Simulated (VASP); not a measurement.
# ZnS (m.b) (F-43m) in VASP: further runs

The runs below take ZnS (m.b) through single point, with PBE.

Program: VASP 6.6.1. These are calculated values, not measurements. Logs are shortened: lines on timing, memory, paths and dates and some standing lists are left out, and cuts for length are marked.

### 1 The cell of the first run

It takes space group F-43m (No. 216, cubic). Conventional cell: a = 5.444 Å, b = 5.444 Å, c = 5.444 Å, α = 90.00°, β = 90.00°, γ = 90.00°. Within 3.1 Å of Zn (site symmetry -43m) lie 4 S at 2.36 Å. Within 3.1 Å of S (site symmetry -43m) lie 4 Zn at 2.36 Å.

### 2 Single point, PBE

INCAR

```
SYSTEM = ZnS
  ALGO = Normal
  EDIFF = 1E-6
  ENCUT = 500
  GGA = PE
  GGA_COMPAT = .FALSE.
  ISIF = 2
  ISMEAR = 0
  LASPH = .TRUE.
  LCHARG = .FALSE.
  LREAL = .FALSE.
  LWAVE = .FALSE.
  NBANDS = 16
  NELM = 120
  PREC = Accurate
  SIGMA = 0.02
```

KPOINTS

```
k-points
0
G
  8 8 8
  0 0 0
```

POSCAR

```
ZnS
1.0
    0.0000000000      2.7218243434      2.7218243434
    2.7218243434      0.0000000000      2.7218243434
    2.7218243434      2.7218243434      0.0000000000
Zn S
1 1
Direct
    0.0000000000      0.0000000000      0.0000000000
    0.2500000000      0.2500000000      0.2500000000
```

Potentials or basis: VASP PAW PBE potentials, release 64 (Zn, S).

Run with:

```
cat potpaw_PBE.64/Zn/POTCAR potpaw_PBE.64/S/POTCAR > POTCAR
mpirun -np 1 vasp_std > vasp.out
```

OUTCAR:

```text
SYSTEM = ZnS
   EDIFF = 1E-6
   ENCUT = 500
   GGA = PE
   ISIF = 2
   ISMEAR = 0
   LASPH = .TRUE.
   LREAL = .FALSE.
   NELM = 120
   PREC = Accurate

 ion  position               nearest neighbor table
   1  0.000  0.000  0.000-   2 2.36   2 2.36   2 2.36   2 2.36
   2  0.250  0.250  0.250-   1 2.36   1 2.36   1 2.36   1 2.36

  LATTYP: Found a face centered cubic cell.
 ALAT       =     5.4436486868

  Lattice vectors:

 A1 = (   0.0000000000,   2.7218243434,   2.7218243434)
 A2 = (   2.7218243434,   0.0000000000,   2.7218243434)
 A3 = (   2.7218243434,   2.7218243434,   0.0000000000)

Analysis of symmetry for initial positions (statically):
=====================================================================
 Subroutine PRICEL returns:
 Original cell was already a primitive cell.

 Routine SETGRP: Setting up the symmetry group for a
 face centered cubic supercell.

 Subroutine GETGRP returns: Found 24 space group operations
 (whereof 24 operations were pure point group operations)
 out of a pool of 48 trial point group operations.

The static configuration has the point symmetry T_d .

Analysis of symmetry for dynamics (positions and initial velocities):
=====================================================================
 Subroutine PRICEL returns:
 Original cell was already a primitive cell.

 Routine SETGRP: Setting up the symmetry group for a
 face centered cubic supercell.

 Subroutine GETGRP returns: Found 24 space group operations
 (whereof 24 operations were pure point group operations)
 out of a pool of 48 trial point group operations.

The dynamic configuration has the point symmetry T_d .

 Subroutine INISYM returns: Found 24 space group operations
 (whereof 24 operations are pure point group operations),
 and found     1 'primitive' translations

----------------------------------------------------------------------------------------

                                     Primitive cell

  volume of cell :      40.3283

  direct lattice vectors                    reciprocal lattice vectors
     0.000000000  2.721824343  2.721824343    -0.183700319  0.183700319  0.183700319
     2.721824343  0.000000000  2.721824343     0.183700319 -0.183700319  0.183700319
     2.721824343  2.721824343  0.000000000     0.183700319  0.183700319 -0.183700319

  length of vectors
     3.849240901  3.849240901  3.849240901     0.318178286  0.318178286  0.318178286

  position of ions in fractional coordinates (direct lattice)
     0.000000000  0.000000000  0.000000000
     0.250000000  0.250000000  0.250000000

  ion indices of the primitive-cell ions
   primitive index   ion index
                 1           1
                 2           2

----------------------------------------------------------------------------------------

 KPOINTS: k-points

Automatic generation of k-mesh.
 Grid dimensions read from file:
 generate k-points for:    8    8    8

 Generating k-lattice:

  Cartesian coordinates                     Fractional coordinates (reciprocal lattice)
    -0.022962540  0.022962540  0.022962540     0.125000000  0.000000000  0.000000000
     0.022962540 -0.022962540  0.022962540     0.000000000  0.125000000  0.000000000
     0.022962540  0.022962540 -0.022962540     0.000000000  0.000000000  0.125000000

  Length of vectors
     0.039772286  0.039772286  0.039772286

  Shift w.r.t. Gamma in fractional coordinates (k-lattice)
     0.000000000  0.000000000  0.000000000

 Subroutine IBZKPT returns following result:
 ===========================================

 Found     29 irreducible k-points:

 Following reciprocal coordinates:
            Coordinates               Weight
  0.000000  0.000000  0.000000      1.000000
  0.125000  0.000000  0.000000      8.000000
  0.250000  0.000000  0.000000      8.000000
  0.375000  0.000000  0.000000      8.000000
  0.500000  0.000000  0.000000      4.000000
  0.125000  0.125000  0.000000      6.000000
[... 16 lines left out ...]
  0.500000  0.250000  0.125000     48.000000
 -0.375000  0.250000  0.125000     24.000000
 [... further k-points ...]
   k-points           NKPTS =     29   k-points in BZ     NKDIM =     29   number of bands    NBANDS=     16
   number of dos      NEDOS =    301   number of ions     NIONS =      2
   total plane-waves  NPLWV =  21952
   dimension x,y,z NGX =    28 NGY =   28 NGZ =   28
   dimension x,y,z NGXF=    56 NGYF=   56 NGZF=   56
   ions per type =               1   1
   NGX,Y,Z   is equivalent  to a cutoff of  12.09, 12.09, 12.09 a.u.
   NGXF,Y,Z  is equivalent  to a cutoff of  24.19, 24.19, 24.19 a.u.
 SYSTEM =  ZnS
   PREC   = accura    normal or accurate (medium, high low for compatibility)
   ISTART =      0    job   : 0-new  1-cont  2-samecut
   ICHARG =      2    charge: 1-file 2-atom 10-const
   ISPIN  =      1    spin polarized calculation?
   LNONCOLLINEAR =      F non collinear calculations
   LSORBIT =      F    spin-orbit coupling
   LASPH  =      T    aspherical Exc in radial PAW
   ENCUT  =  500.0 eV  36.75 Ry    6.06 a.u.   7.02  7.02  7.02*2*pi/ulx,y,z
   NELM   =    120;   NELMIN=  2; NELMDL= -5     # of ELM steps
   EDIFF  = 0.1E-05   stopping-criterion for ELM
   LREAL  =      F    real-space projection
   EDIFFG = 0.1E-04   stopping-criterion for IOM
   NSW    =      0    number of steps for IOM
   IBRION =     -1    ionic relax: 0-MD 1-quasi-New 2-CG
   NFREE  =      0    steps in history (QN), initial steepest desc. (CG)
   ISIF   =      2    stress and relaxation
   ISYM   =      2    0-nonsym 1-usesym 2-fastsym
   POTIM  = 0.5000    time-step for ionic-motion
   TEBEG  =    0.0;   TEEND  =   0.0 temperature during run
   PSTRESS=    0.0 pullay stress
   NELECT =      18.0000    total number of electrons
   NUPDOWN=      -1.0000    fix difference up-down
   EMIN   =  10.00;   EMAX   =-10.00  energy-range for DOS
   EFERMI =   0.00;   METHOD = LEGACY
   ISMEAR =     0;   SIGMA  =   0.02  broadening in eV -4-tet -1-fermi 0-gaus
   EFERMI_NEDOS =   21; number of points for ismear=-14 and -15
   IALGO  =     38    algorithm
   IMIX   =      4    mixing-type and parameters
     AMIX     =   0.40;   BMIX     =  1.00
     AMIX_MAG =   1.60;   BMIX_MAG =  1.00
  volume/ion in A,a.u.               =      20.16       136.07
  Fermi-wavevector in a.u.,A,eV,Ry     =   1.251110  2.364256 21.296884  1.565277
  Thomas-Fermi vector in A             =   2.385073
   LORBIT       =      0    0 simple, 1 ext, 2 COOP (PROOUT), +10 PAW based schemes
   GGA     = PE    functional components
   LHFCALC =     F    Hartree Fock is set to
   AEXX    =    0.0000 exact exchange contribution
   IVDW    =     0    specifies the selected vdW correction
   LEPSILON=     F    determine dielectric tensor
   LRPA    =     F    only Hartree local field effects (RPA)
 non-spin polarized calculation
 Gauss-broadening in eV      SIGMA  =   0.02
  energy-cutoff  :      500.00
  volume of cell :       40.33
 maximum number of plane-waves:      1036
   NGX = 13   NGY = 13   NGZ = 13

 number of electron      17.9999988 magnetization

 Free energy of the ion-electron system (eV)
  ---------------------------------------------------
  ext. energy  EPLUGINS =         0.00000000
  ---------------------------------------------------
  free energy    TOTEN  =        -6.85211931 eV

  energy without entropy =       -6.85211931  energy(sigma->0) =       -6.85211931

 E-fermi :   2.0291     XC(G=0):  -9.5274

 val. band max:        1.9053973534   @ k =   0.0000   0.0000   0.0000
 cond. band min:       3.9234826275   @ k =   0.0000   0.0000   0.0000
 fundamental gap:      2.0180852741
 Fermi energy:         2.0291402209

 k-point     1 :       0.0000    0.0000    0.0000
  band No.  band energies     occupation
      1     -11.0846      2.00000
      2      -4.3496      2.00000
      3      -4.3496      2.00000
      4      -4.3496      2.00000
      5      -3.8772      2.00000
      6      -3.8772      2.00000
[... 8 lines left out ...]
     15      13.6420      0.00000
     16      13.6527      0.00000

 k-point     2 :       0.1250    0.0000    0.0000
  band No.  band energies     occupation
      1     -10.9723      2.00000
      2      -4.3466      2.00000
      3      -4.3296      2.00000
      4      -4.3296      2.00000
      5      -3.8787      2.00000
      6      -3.8787      2.00000
[... 8 lines left out ...]
     15      13.0592      0.00000
     16      14.4470      0.00000

 k-point     3 :       0.2500    0.0000    0.0000
  band No.  band energies     occupation
      1     -10.6797      2.00000
      2      -4.2953      2.00000
      3      -4.2856      2.00000
      4      -4.2856      2.00000
      5      -3.8756      2.00000
      6      -3.8756      2.00000
[... 8 lines left out ...]
     15      12.8599      0.00000
     16      14.0499      0.00000

 k-point     4 :       0.3750    0.0000    0.0000
  band No.  band energies     occupation
      1     -10.3488      2.00000
      2      -4.2508      2.00000
      3      -4.2508      2.00000
      4      -4.0781      2.00000
      5      -3.8597      2.00000
      6      -3.8597      2.00000
[... 8 lines left out ...]
     15      13.9423      0.00000
     16      13.9423      0.00000

 k-point     5 :       0.5000    0.0000    0.0000
  band No.  band energies     occupation
      1     -10.1973      2.00000
      2      -4.2398      2.00000
      3      -4.2398      2.00000
      4      -3.8486      2.00000
      5      -3.8486      2.00000
      6      -3.6817      2.00000
[... 8 lines left out ...]
     15      15.2559      0.00000
     16      15.2559      0.00000

 k-point     6 :       0.1250    0.1250    0.0000
  band No.  band energies     occupation
      1     -10.9349      2.00000
      2      -4.3662      2.00000
      3      -4.3122      2.00000
      4      -4.3122      2.00000
      5      -3.8926      2.00000
      6      -3.8668      2.00000
[... 8 lines left out ...]
     15      13.8422      0.00000
     16      14.9342      0.00000

 k-point     7 :       0.2500    0.1250    0.0000
  band No.  band energies     occupation
      1     -10.7016      2.00000
      2      -4.3540      2.00000
      3      -4.2657      2.00000
      4      -4.2640      2.00000
      5      -3.8997      2.00000
      6      -3.8572      2.00000
[... 8 lines left out ...]
     15      13.8223      0.00000
     16      15.4954      0.00000

 k-point     8 :       0.3750    0.1250    0.0000
  band No.  band energies     occupation
      1     -10.3786      2.00000
      2      -4.2773      2.00000
      3      -4.2243      2.00000
      4      -4.1591      2.00000
      5      -3.8747      2.00000
      6      -3.8460      2.00000
[... 8 lines left out ...]
     15      14.5621      0.00000
     16      14.9071      0.00000

 k-point     9 :       0.5000    0.1250    0.0000
  band No.  band energies     occupation
      1     -10.1589      2.00000
      2      -4.2409      2.00000
      3      -4.2098      2.00000
      4      -3.9220      2.00000
      5      -3.8457      2.00000
      6      -3.7173      2.00000
[... 8 lines left out ...]
     15      15.2743      0.00000
     16      15.3008      0.00000
[... 172 lines left out ...]
 k-point    19 :       0.5000    0.3750    0.0000
  band No.  band energies     occupation
      1      -9.9488      2.00000
      2      -4.3234      2.00000
      3      -4.0556      2.00000
      4      -4.0365      2.00000
      5      -3.8183      2.00000
      6      -3.6894      2.00000
[... 8 lines left out ...]
     15      15.5471      0.00000
     16      16.6075      0.00000

 k-point    20 :      -0.3750    0.3750    0.0000
  band No.  band energies     occupation
      1      -9.9218      2.00000
      2      -4.2614      2.00000
      3      -4.0814      2.00000
      4      -3.9746      2.00000
      5      -3.8438      2.00000
      6      -3.5478      2.00000
[... 8 lines left out ...]
     15      14.3353      0.00000
     16      17.5384      0.00000

 k-point    21 :       0.5000    0.5000    0.0000
  band No.  band energies     occupation
      1      -9.8993      2.00000
      2      -4.3574      2.00000
      3      -4.0240      2.00000
      4      -4.0240      2.00000
      5      -3.8062      2.00000
      6      -3.6687      2.00000
[... 8 lines left out ...]
     15      15.5902      0.00000
     16      16.3713      0.00000

 k-point    22 :       0.3750    0.2500    0.1250
  band No.  band energies     occupation
      1     -10.4507      2.00000
      2      -4.3188      2.00000
      3      -4.2226      2.00000
      4      -4.1953      2.00000
      5      -3.8975      2.00000
      6      -3.8412      2.00000
[... 8 lines left out ...]
     15      14.6302      0.00000
     16      16.8506      0.00000

 k-point    23 :       0.5000    0.2500    0.1250
  band No.  band energies     occupation
      1     -10.1746      2.00000
      2      -4.2392      2.00000
      3      -4.1927      2.00000
      4      -4.0494      2.00000
      5      -3.8596      2.00000
      6      -3.8048      2.00000
[... 8 lines left out ...]
     15      15.5566      0.00000
     16      16.1395      0.00000

 k-point    24 :      -0.3750    0.2500    0.1250
  band No.  band energies     occupation
      1     -10.0513      2.00000
      2      -4.2255      2.00000
      3      -4.1729      2.00000
      4      -3.9247      2.00000
      5      -3.8648      2.00000
      6      -3.6186      2.00000
[... 8 lines left out ...]
     15      15.2857      0.00000
     16      16.0645      0.00000

 [... further k-points ...]

------------------------ aborting loop because EDIFF is reached ----------------------------------------

  FORCE on cell =-STRESS in cart. coord.  units (eV):
  Direction    XX          YY          ZZ          XY          YZ          ZX
  --------------------------------------------------------------------------------------
  -------------------------------------------------------------------------------------
  Total        0.0343531      0.0343531      0.0343531      0.0000000      0.0000000     -0.0000000
  in kB        1.3647923      1.3647923      1.3647923      0.0000000      0.0000000     -0.0000000
  external PRESSURE =       1.3647923 kB  Pullay stress =       0.0000000 kB

 VOLUME and BASIS-vectors are now :
 -----------------------------------------------------------------------------
  energy-cutoff  :      500.00
  volume of cell :       40.33
      direct lattice vectors                 reciprocal lattice vectors
     0.000000000  2.721824343  2.721824343    -0.183700319  0.183700319  0.183700319
     2.721824343  0.000000000  2.721824343     0.183700319 -0.183700319  0.183700319
     2.721824343  2.721824343  0.000000000     0.183700319  0.183700319 -0.183700319

 POSITION                                       TOTAL-FORCE (eV/Angst)
 -----------------------------------------------------------------------------------
      0.00000      0.00000      0.00000        -0.000000     -0.000000     -0.000000
      1.36091      1.36091      1.36091         0.000000      0.000000      0.000000
 -----------------------------------------------------------------------------------
    total drift:                                0.000000      0.000000      0.000000

  FREE ENERGIE OF THE ION-ELECTRON SYSTEM (eV)
  ---------------------------------------------------
  free  energy   TOTEN  =        -6.8521193065 eV

  energy  without entropy=       -6.8521193065  energy(sigma->0) =       -6.85211931
```

It took 20 s on 1 thread of AMD EPYC 7R43 (Zen 3), shared host; peak memory 0.12 GiB.

Results:

| Quantity | Value |
| --- | --- |
| Free energy | -6.8521 eV |
| Pressure | 0.1 GPa |
| Band gap on the k mesh | 2.02 eV, direct |

(Continued in part 2 of 2.)
